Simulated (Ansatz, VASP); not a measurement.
## One calculation of Li2O, two programs

```
Li O
1.0
     0.00000    2.30500    2.30500
     2.30500    0.00000    2.30500
     2.30500    2.30500    0.00000
Li O
2 1
Direct
  0.25000 0.25000 0.25000
  0.75000 0.75000 0.75000
  0.00000 0.00000 0.00000
```

Alike in both runs: task relaxation of cell and atoms; functional PBE; dispersion D3(BJ); k mesh 6 × 6 × 6; no spin polarisation.

```csv
,VASP,Ansatz
version,VASP 6.6.1,Ansatz 0.2.0
potentials or method,"VASP PAW PBE potentials, release 64 (Li_sv, O)","plane waves, PAW"
plane-wave cutoff (eV),750,420
occupations,"gaussian, width 0.01 eV",fixed
valence electrons in the cell,12,12
```

VASP gave:

- relaxed volume (Å³/atom): 7.71
- relaxed cell length with the largest relative difference (Å): 3.199

Problem. What did Ansatz give for the same quantities?

Solution. Relaxed volume (Å³/atom): 7.72; relaxed cell length with the largest relative difference (Å): 3.199.
